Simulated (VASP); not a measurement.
Runs of VASP 6.6.1 on Sb. The structure is that of space group R-3m (No. 166), or close to it. The cells are those of the table. 

```csv
cell,gap on the mesh (eV),pressure (GPa),largest force (eV/Å)
"a = 4.499 Å, angles 55.2°, 2 atoms",none,6.8,0.55
"a = 4.452 Å, angles 55.9°, 2 atoms",none,7.9,0.65
"a = 4.547 Å, angles 54.6°, 2 atoms",none,5.7,0.44
"a = 4.405 Å, angles 56.5°, 2 atoms",none,(a),0.74
"a = 4.467 Å, angles 58.5°, 2 atoms",none,(b),0.22
"a = 4.358 Å, angles 57.2°, 2 atoms",none,10.4,0.84
"a = 4.425 Å, angles 57.2°, 2 atoms",none,6.4,0.53
```

Alike in all rows: task single point; level PBE; potentials or basis VASP PAW PBE potentials, release 64 (Sb); no spin polarisation; k mesh 12 × 12 × 12; cutoff (eV) 520; smearing gaussian 0.15 eV.

Estimate the missing entries.

(a) 9.1; (b) 2.0.

Caveats: spin-orbit coupling is left out, which moves the levels of the heavy elements; the cell stands under pressure (at least some runs).

A k mesh can miss the band edges, and the runs leave out spin-orbit coupling on Sb.

A gap of «none» marks levels without a gap at the run's occupations.
